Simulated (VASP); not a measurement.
**B27N26 (a cell with a defect): single point with PBE**

The system is B27N26 (a cell with a defect).

```
B N
1.0
     0.00000    5.43900    5.43900
     5.43900    0.00000    5.43900
     5.43900    5.43900    0.00000
B N
27 26
Direct
  0.00060 0.99952 0.00040
  0.00099 0.99973 0.33377
  0.00099 0.99973 0.66642
  0.00092 0.33285 0.00073
  0.99341 0.33551 0.33600
  0.00092 0.33285 0.66641
  0.00089 0.66557 0.00069
  0.00089 0.66557 0.33375
  0.00022 0.66623 0.66723
  0.33397 0.99973 0.00079
  0.33685 0.99077 0.33664
  0.33397 0.99973 0.66642
  0.33619 0.33550 0.99324
  0.33618 0.33551 0.33598
  0.33424 0.33306 0.66680
  0.33395 0.66557 0.00069
  0.33428 0.66578 0.33408
  0.33428 0.66578 0.66677
  0.66662 0.99972 0.00079
  0.66662 0.99973 0.33377
  0.66741 0.99907 0.66721
  0.66662 0.33285 0.00072
  0.66700 0.33306 0.33404
  0.66700 0.33306 0.66680
  0.66743 0.66623 0.00002
  0.66697 0.66578 0.33408
  0.66743 0.66623 0.66723
  0.25044 0.24932 0.58260
  0.25044 0.24932 0.91855
  0.25047 0.58182 0.25027
  0.25047 0.58276 0.58384
  0.25047 0.58181 0.91836
  0.25052 0.91718 0.25032
  0.25052 0.91718 0.58289
  0.25062 0.91618 0.91705
  0.58280 0.24932 0.25024
  0.58401 0.24928 0.58381
  0.58280 0.24932 0.91855
  0.58404 0.58276 0.25027
  0.58404 0.58276 0.58384
  0.58385 0.58272 0.91717
  0.58309 0.91717 0.25032
  0.58385 0.91621 0.58366
  0.58386 0.91621 0.91719
  0.91875 0.24932 0.25024
  0.91875 0.24932 0.58260
  0.91726 0.24952 0.91706
  0.91855 0.58182 0.25027
  0.91736 0.58272 0.58365
  0.91737 0.58272 0.91717
  0.91725 0.91618 0.25042
  0.91739 0.91621 0.58366
  0.91726 0.91618 0.91706
```

```json
{
  "Program": "VASP 6.6.1",
  "Task": "single point",
  "Functional": "PBE",
  "Potentials or basis": "VASP PAW PBE potentials, release 64 (B, N)",
  "Cutoff": "520 eV",
  "k mesh": "2 × 2 × 2",
  "Occupations": "gaussian, width 0.05 eV",
  "Spin": "collinear spin"
}
```

* Pressure: -1.1 GPa
* Largest force: 0.012 eV/Å
* Net moment: 0.75 μB per cell
* Site moments: B +0.00, +0.10, +0.06, +0.01 (each value once); N -0.00, +0.00 (each value once) μB
* Valence electrons inside the program's atomic spheres: B 2.02, 1.93, 1.94, 2.01 (each value once); N 3.96, 3.97 (each value once)

Forces in eV/Å, atoms in the order of the input:
```
B    0.001 -0.001 -0.001
B   -0.001 -0.001  0.000
B    0.001  0.001  0.000
B    0.000  0.000 -0.001
B   -0.007  0.007  0.007
B    0.000  0.000 -0.001
B    0.002  0.000  0.001
B    0.000 -0.002  0.001
B    0.000  0.000  0.000
B    0.000  0.000 -0.002
B    0.006 -0.006  0.005
B    0.000  0.000 -0.002
B    0.007  0.006 -0.007
B   -0.006 -0.007 -0.007
B    0.000  0.000 -0.004
B    0.001 -0.001  0.000
B    0.001 -0.003  0.001
B    0.003 -0.001  0.001
B    0.000  0.001  0.000
B   -0.001  0.000  0.000
B    0.001 -0.001  0.000
B    0.000  0.000  0.000
B   -0.003 -0.001  0.000
B    0.001  0.003  0.000
B    0.000  0.000  0.000
B    0.002 -0.002  0.003
B    0.000  0.000  0.000
N    0.000  0.001 -0.001
N   -0.001  0.000 -0.001
N    0.000  0.000  0.001
N    0.000  0.000  0.000
N    0.000  0.000  0.001
N   -0.002 -0.002 -0.001
N    0.002  0.002 -0.001
N    0.000  0.000  0.000
N   -0.002  0.001  0.001
N   -0.001  0.001  0.000
N   -0.001  0.002  0.001
N   -0.001  0.000  0.001
N    0.000  0.001  0.001
N    0.000  0.000  0.000
N   -0.002  0.002  0.003
N    0.000  0.000  0.000
N    0.000  0.000  0.000
N   -0.002  0.000  0.000
N    0.000  0.002  0.000
N    0.000  0.000  0.000
N    0.000  0.000  0.001
N    0.000  0.000  0.000
N    0.000  0.000  0.000
N    0.000  0.000  0.000
N    0.000  0.000  0.000
N    0.000  0.000  0.000
```

Stress tensor (GPa, compression positive):
```
-1.13 -0.12  0.12
-0.12 -1.13 -0.12
 0.12 -0.12 -1.12
```

Levels at points of the mesh, in eV from the Fermi level:
Spin up:
```tsv
k point	band 103	band 104	band 105	band 106	band 107	band 108	band 109	band 110
(0.00, 0.00, 0.00)	-4.48	-4.48	-4.48	0.84	0.84	0.91	1.47	1.47
(0.50, 0.00, 0.00)	-4.87	-4.87	-4.36	-0.41	0.55	0.61	2.09	2.10
(0.00, 0.50, 0.00)	-4.87	-4.87	-4.37	-0.35	0.56	0.56	2.09	2.09
(0.00, 0.00, 0.50)	-4.87	-4.87	-4.36	-0.41	0.55	0.61	2.09	2.10
(0.50, 0.50, 0.00)	-5.14	-5.09	-4.10	-0.34	0.32	0.36	0.46	3.52
(0.00, 0.50, 0.50)	-5.14	-5.09	-4.10	-0.34	0.32	0.36	0.46	3.52
```
Spin down:
```csv
k point,band 102,band 103,band 104,band 105,band 106,band 107,band 108,band 109
"(0.00, 0.00, 0.00)",-4.86,-4.47,-4.47,-4.47,1.26,1.35,1.35,1.50
"(0.50, 0.00, 0.00)",-5.22,-4.86,-4.86,-4.03,0.05,0.95,1.02,2.14
"(0.00, 0.50, 0.00)",-5.22,-4.86,-4.86,-4.02,-0.03,1.03,1.03,2.14
"(0.00, 0.00, 0.50)",-5.22,-4.86,-4.86,-4.03,0.05,0.95,1.02,2.14
"(0.50, 0.50, 0.00)",-5.38,-5.13,-5.09,-3.78,0.12,0.50,0.75,0.81
"(0.00, 0.50, 0.50)",-5.38,-5.13,-5.09,-3.78,0.12,0.50,0.75,0.81
```

Run time: 4.5 min on 4 MPI ranks on Intel(R) Xeon(R) 6975P-C (Granite Rapids), with other jobs on the host, peak memory 0.52 GiB a rank.

Caveat: the k points lie up to 0.50 Å⁻¹ apart.
